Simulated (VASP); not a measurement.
Runs of VASP 6.6.1 on Ti. The structure is that of space group P6/mmm (No. 191), or close to it. The cells are those of the table. This isn't the form of Ti at room conditions, which is hcp.

```csv
cell,gap on the mesh (eV),pressure (GPa)
"a = 4.600, b = 4.600, c = 2.820 Å, angles 90.0, 90.0, 120.0°, 3 atoms",none,-0.9
"a = 4.712, b = 4.712, c = 2.889 Å, angles 90.0, 90.0, 120.0°, 3 atoms",none,-8.2
"a = 4.482, b = 4.482, c = 2.748 Å, angles 90.0, 90.0, 120.0°, 3 atoms",none,9.3
"a = 4.441, b = 4.441, c = 2.723 Å, angles 90.0, 90.0, 120.0°, 3 atoms",none,(a)
"a = 4.748, b = 4.748, c = 2.911 Å, angles 90.0, 90.0, 120.0°, 3 atoms",none,(b)
```

Alike in all rows: task single point; level r2SCAN; potentials or basis VASP PAW PBE potentials, release 64 (Ti_sv); no spin polarisation; k mesh 9 × 9 × 12; cutoff (eV) 520; smearing fermi-dirac 0.1 eV.

Fill in the values left out.

(a) 13.6; (b) -10.1.

Caveats: the PAW data sets were made with another functional, which shifts forces and pressure a little; the cell stands under tension (at least some runs); the cell stands under pressure (at least some runs).

A gap of «none» marks levels without a gap at the run's occupations.
